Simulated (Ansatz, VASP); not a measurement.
**Two plane-wave programs on AlNi**

Contents of INCAR:

```
PREC     = Accurate       # precision mode
ENCUT    = 520            # plane-wave cutoff, eV
EDIFF    = 1E-6           # SCF threshold, eV
ISMEAR   = -1             # smearing method
SIGMA    = 0.05           # smearing width, eV
LREAL    = F              # projectors in reciprocal space
LASPH    = T              # aspherical terms in the spheres
NELM     = 150            # most SCF steps
ALGO     = Normal         # electronic algorithm
ISIF     = 2              # what is computed and relaxed
LWAVE    = F              # write WAVECAR
LCHARG   = T              # write CHGCAR
ISPIN    = 2              # spin polarisation
MAGMOM   = 0 1            # initial moments
LORBIT   = 11             # projections on sites
LMAXMIX  = 4              # l up to which the mixer works
GGA      = CA             # functional
LELF     = T              # ELF
LVHAR    = T            
NBANDS   = 18             # bands
```

The input KPOINTS:

```
Automatic mesh
0
Gamma
  10 10 9
```

POSCAR

```
AlNi
1.0
    2.0012752662     -2.0162391987      0.0000000000
    2.0012752662      2.0162391987      0.0000000000
    0.0000000000      0.0000000000      3.1994799582
Al Ni
1 1
Direct
    0.0000000000      0.0000000000      0.0000000000
    0.5000000000      0.5000000000      0.5000000000
```

Input for Ansatz:

```yaml
crystal:
  lattice:
    - [2.0012752661545665, -2.016239198708222, 0.0]
    - [2.0012752661545665, 2.016239198708222, 0.0]
    - [0.0, 0.0, 3.199479958248928]
  atoms:
    - { symbol: Al, position: [0.0, 0.0, 0.0] }
    - { symbol: Ni, position: [0.5, 0.5, 0.5], spin: 1.0 }
basis:
  ecutwfc: 435.382179935808
kpoints:
  mp_grid:
    grid: [10, 10, 9]
hamiltonian:
  xc: lda
  pseudopotentials:
    kind: paw
magnetization:
  spin_polarized: true
scf:
  occupations:
    method: fermi_dirac
    width: 0.05
```

Alike in both runs: task single point; functional LDA; k mesh 10 × 10 × 9; occupations fermi-dirac, width 0.05 eV; collinear spin.

```csv
,VASP,Ansatz
version,VASP 6.6.1,Ansatz 0.2.0
potentials or method,"VASP PAW LDA potentials, release 64 (Al, Ni), cutoff 520 eV","plane waves, PAW"
valence electrons in the cell,13,21
```

|  | VASP | Ansatz | Ansatz less VASP |
| --- | --- | --- | --- |
| net moment per atom (μB) | 0.00 | 0.00 | 0.000 |

LDA's correlation is that of Perdew and Zunger in VASP and of Perdew and Wang (1992) in Ansatz. VASP's potentials hold 13 valence electrons a cell and Ansatz's 21, so a difference there can come from the potentials and not from the codes. Ansatz's warnings: seeded moment not kept.
